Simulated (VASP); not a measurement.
# V (Im-3m) in VASP: elastic constants with PBE

Aim: the elastic constants of V with PBE.

All numbers are computed with VASP 6.6.1; they aren't measurements. Logs are shortened: lines on timing, memory, paths and dates and some standing lists are left out, and cuts for length are marked.

**1. The cell of the first run**

It takes space group Im-3m (No. 229, cubic). Conventional cell: a = 3.001 Å, b = 3.001 Å, c = 3.001 Å, α = 90.00°, β = 90.00°, γ = 90.00°. V (site symmetry m-3m) has 14 V at 2.60 to 3.00 Å within 3.4 Å.

**2. Elastic constants, PBE**

INCAR

```
  PREC = Accurate
  ENCUT = 600
  EDIFF = 1E-8
  ISMEAR = -1
  SIGMA = 0.15
  LREAL = F
  LASPH = T
  NELM = 100
  ALGO = Fast
  ISIF = 3
  LWAVE = F
  LCHARG = T
  GGA = PE
  IBRION = 6
  NFREE = 2
  POTIM = 0.015
  NSW = 1
```

KPOINTS

```
regular mesh
0
Gamma
  20 20 20
```

POSCAR

```
V
1.0
   -1.5006285507      1.5006285507      1.5006285507
    1.5006285507     -1.5006285507      1.5006285507
    1.5006285507      1.5006285507     -1.5006285507
V
1
Direct
    0.0000000000      0.0000000000      0.0000000000
```

Potentials or basis: VASP PAW PBE potentials, release 64 (V_sv).

On the command line:

```console
cat potpaw_PBE.64/V_sv/POTCAR > POTCAR
mpirun -np 1 vasp_std > vasp.out
```

OUTCAR:

```text
PREC = Accurate
   ENCUT = 600
   EDIFF = 1E-8
   ISMEAR = -1
   LREAL = F
   LASPH = T
   NELM = 100
   ISIF = 3
   GGA = PE
   IBRION = 6
   NFREE = 2
   POTIM = 0.015
   NSW = 1

 ion  position               nearest neighbor table
   1  0.000  0.000  0.000-

  LATTYP: Found a body centered cubic cell.
 ALAT       =     3.0012571014

  Lattice vectors:

 A1 = (  -1.5006285507,   1.5006285507,   1.5006285507)
 A2 = (   1.5006285507,  -1.5006285507,   1.5006285507)
 A3 = (   1.5006285507,   1.5006285507,  -1.5006285507)

Analysis of symmetry for initial positions (statically):
=====================================================================
 Subroutine PRICEL returns:
 Original cell was already a primitive cell.

 Routine SETGRP: Setting up the symmetry group for a
 body centered cubic supercell.

 Subroutine GETGRP returns: Found 48 space group operations
 (whereof 48 operations were pure point group operations)
 out of a pool of 48 trial point group operations.

The static configuration has the point symmetry O_h .

Analysis of symmetry for dynamics (positions and initial velocities):
=====================================================================
 Subroutine PRICEL returns:
 Original cell was already a primitive cell.

 Routine SETGRP: Setting up the symmetry group for a
 body centered cubic supercell.

 Subroutine GETGRP returns: Found 48 space group operations
 (whereof 48 operations were pure point group operations)
 out of a pool of 48 trial point group operations.

The dynamic configuration has the point symmetry O_h .

 Subroutine INISYM returns: Found 48 space group operations
 (whereof 48 operations are pure point group operations),
 and found     1 'primitive' translations

----------------------------------------------------------------------------------------

                                     Primitive cell

  volume of cell :      13.5170

  direct lattice vectors                    reciprocal lattice vectors
    -1.500628551  1.500628551  1.500628551     0.000000000  0.333193714  0.333193714
     1.500628551 -1.500628551  1.500628551     0.333193714  0.000000000  0.333193714
     1.500628551  1.500628551 -1.500628551     0.333193714  0.333193714  0.000000000

  length of vectors
     2.599164893  2.599164893  2.599164893     0.471207069  0.471207069  0.471207069

  position of ions in fractional coordinates (direct lattice)
     0.000000000  0.000000000  0.000000000

  ion indices of the primitive-cell ions
   primitive index   ion index
                 1           1

----------------------------------------------------------------------------------------

 KPOINTS: regular mesh

Automatic generation of k-mesh.
 Grid dimensions read from file:
 generate k-points for:   20   20   20

 Generating k-lattice:

  Cartesian coordinates                     Fractional coordinates (reciprocal lattice)
     0.000000000  0.016659686  0.016659686     0.050000000  0.000000000  0.000000000
     0.016659686  0.000000000  0.016659686     0.000000000  0.050000000  0.000000000
     0.016659686  0.016659686  0.000000000     0.000000000  0.000000000  0.050000000

  Length of vectors
     0.023560353  0.023560353  0.023560353
[... 97 lines left out ...]

 Free energy of the ion-electron system (eV)
  ---------------------------------------------------
  ext. energy  EPLUGINS =         0.00000000
  ---------------------------------------------------
  free energy    TOTEN  =        -9.05552845 eV

  energy without entropy =       -8.93504436  energy(sigma->0) =       -8.99528640

------------------------ aborting loop because EDIFF is reached ----------------------------------------

  FORCE on cell =-STRESS in cart. coord.  units (eV):
  Direction    XX          YY          ZZ          XY          YZ          ZX
  --------------------------------------------------------------------------------------
  -------------------------------------------------------------------------------------
  Total        0.0111515      0.0111515      0.0111515     -0.0000000     -0.0000000     -0.0000000
  in kB        1.3217938      1.3217938      1.3217938     -0.0000000     -0.0000000     -0.0000000
  external PRESSURE =       1.3217938 kB  Pullay stress =       0.0000000 kB
[... 86 lines left out ...]
  FREE ENERGIE OF THE ION-ELECTRON SYSTEM (eV)
  ---------------------------------------------------
  free  energy   TOTEN  =        -9.0527980301 eV

  energy  without entropy=       -8.9342050433  energy(sigma->0) =       -8.99350154

[... ionic steps 4 to 12 ...]

--------------------------------------- Ionic step       13  -------------------------------------------

 number of electron      13.0000000 magnetization

------------------------ aborting loop because EDIFF is reached ----------------------------------------
[... 65 lines left out ...]
--------------------------------------- Ionic step       15  -------------------------------------------

 number of electron      13.0000000 magnetization

 Free energy of the ion-electron system (eV)
  ---------------------------------------------------
  ext. energy  EPLUGINS =         0.00000000
  ---------------------------------------------------
  free energy    TOTEN  =        -9.05552834 eV

  energy without entropy =       -8.93504424  energy(sigma->0) =       -8.99528629

 E-fermi :   9.7078     XC(G=0): -12.8844

 val. band max:        9.7036208101   @ k =  -0.4000   0.4000   0.1000
 cond. band min:       9.7299793364   @ k =   0.1500   0.0000   0.0000
 fundamental gap:      0.0263585263
 Fermi energy:         9.7078413813

 k-point     1 :       0.0000    0.0000    0.0000
  band No.  band energies     occupation
      1     -54.0474      2.00000
      2     -27.3544      2.00000
      3     -27.3544      2.00000
      4     -27.3544      2.00000
      5       3.0850      2.00000
      6      10.0832      0.15139
      7      10.0832      0.15139
      8      10.0832      0.15139
      9      12.0853      0.00000
     10      12.0853      0.00000
[... 287 lines left out ...]
 k-point    24 :       0.2500    0.1000    0.0000
  band No.  band energies     occupation
      1     -53.9125      2.00000
      2     -27.9542      2.00000
      3     -27.5472      2.00000
      4     -27.3885      2.00000
      5       6.0911      2.00000
      6       9.0249      1.97914
      7       9.3945      1.77963
      8      11.7107      0.00000
      9      12.3698      0.00000
     10      12.6278      0.00000

 [... further k-points ...]

------------------------ aborting loop because EDIFF is reached ----------------------------------------

  FORCE on cell =-STRESS in cart. coord.  units (eV):
  Direction    XX          YY          ZZ          XY          YZ          ZX
  --------------------------------------------------------------------------------------
  -------------------------------------------------------------------------------------
  Total        0.0113592      0.0113592      0.0113592      0.0000000     -0.0000000      0.0000000
  in kB        1.3464090      1.3464090      1.3464090      0.0000000     -0.0000000      0.0000000
  external PRESSURE =       1.3464090 kB  Pullay stress =       0.0000000 kB
[... 16 lines left out ...]
  FREE ENERGIE OF THE ION-ELECTRON SYSTEM (eV)
  ---------------------------------------------------
  free  energy   TOTEN  =        -9.0555283420 eV

  energy  without entropy=       -8.9350442369  energy(sigma->0) =       -8.99528629

 INTERNAL STRAIN TENSORS FROM STRAINED CELLS
 ============================================

 INTERNAL STRAIN TENSOR FOR ION    1 for displacements in x,y,z  (eV/Angst):
          X           Y           Z          XY          YZ          ZX
  --------------------------------------------------------------------------------
  x     0.00000     0.00000    -0.00000     0.00000    -0.00000     0.00000
  y    -0.00000     0.00000     0.00000     0.00000     0.00000    -0.00000
  z     0.00000     0.00000     0.00000     0.00000     0.00000    -0.00000

 INTERNAL STRAIN TENSORS FROM DISPLACED ATOMS
 ============================================

 INTERNAL STRAIN TENSOR FOR ION    1 for displacements in x,y,z  (eV/Angst):
          X           Y           Z          XY          YZ          ZX
  --------------------------------------------------------------------------------
  x     0.00000     0.00000     0.00000     0.00000     0.00000     0.00000
  y     0.00000     0.00000     0.00000     0.00000     0.00000     0.00000
  z     0.00000     0.00000     0.00000     0.00000     0.00000     0.00000

 Eigenvectors and eigenvalues of the dynamical matrix
 ----------------------------------------------------

   1 f  =    0.000000 THz     0.000000 2PiTHz    0.000000 cm-1     0.000000 meV
             X         Y         Z           dx          dy          dz
      0.000000  0.000000  0.000000     0.993884   -0.110432    0.000000

   2 f  =    0.000000 THz     0.000000 2PiTHz    0.000000 cm-1     0.000000 meV
             X         Y         Z           dx          dy          dz
      0.000000  0.000000  0.000000    -0.110432   -0.993884    0.000000

   3 f  =    0.000000 THz     0.000000 2PiTHz    0.000000 cm-1     0.000000 meV
             X         Y         Z           dx          dy          dz
      0.000000  0.000000  0.000000     0.000000    0.000000    1.000000

--------------------------------------------------------------------------------------------------------

 ELASTIC MODULI CONTR FROM IONIC RELAXATION (kBar)
 Direction    XX          YY          ZZ          XY          YZ          ZX
 --------------------------------------------------------------------------------
 XX           0.0000      0.0000      0.0000      0.0000      0.0000      0.0000
 YY           0.0000      0.0000      0.0000      0.0000      0.0000      0.0000
 ZZ           0.0000      0.0000      0.0000      0.0000      0.0000      0.0000
 XY           0.0000      0.0000      0.0000      0.0000      0.0000      0.0000
 YZ           0.0000      0.0000      0.0000      0.0000      0.0000      0.0000
 ZX           0.0000      0.0000      0.0000      0.0000      0.0000      0.0000
 --------------------------------------------------------------------------------

 TOTAL ELASTIC MODULI (kBar)
 Direction    XX          YY          ZZ          XY          YZ          ZX
 --------------------------------------------------------------------------------
 XX        2627.7461   1369.6086   1369.6086      0.0000     -0.0000     -0.0000
 YY        1369.6086   2627.7461   1369.6086      0.0000     -0.0000     -0.0000
 ZZ        1369.6086   1369.6086   2627.7461     -0.0000      0.0000      0.0000
 XY           0.0000      0.0000     -0.0000    256.3402      0.0000     -0.0000
 YZ          -0.0000     -0.0000      0.0000      0.0000    256.3402      0.0000
 ZX          -0.0000     -0.0000      0.0000     -0.0000      0.0000    256.3402
 --------------------------------------------------------------------------------
```

Run time: 29 min. Hardware: 1 thread of Intel Xeon Platinum 8259CL at 2.50GHz (Skylake/Cascade Lake), shared host; peak memory 0.75 GiB.

What came out:

```
Elastic constants C11, C12, C44 : 263, 137, 26 GPa
Voigt bulk modulus              : 179 GPa
```

Elastic tensor in Voigt notation (GPa, in the Cartesian axes of the cell as first typed):
```
263 137 137   0   0   0
137 263 137   0   0   0
137 137 263   0   0   0
  0   0   0  26   0   0
  0   0   0   0  26   0
  0   0   0   0   0  26
```

Clamped-ion elastic tensor (GPa):
```
263 137 137   0   0   0
137 263 137   0   0   0
137 137 263   0   0   0
  0   0   0  26   0   0
  0   0   0   0  26   0
  0   0   0   0   0  26
```
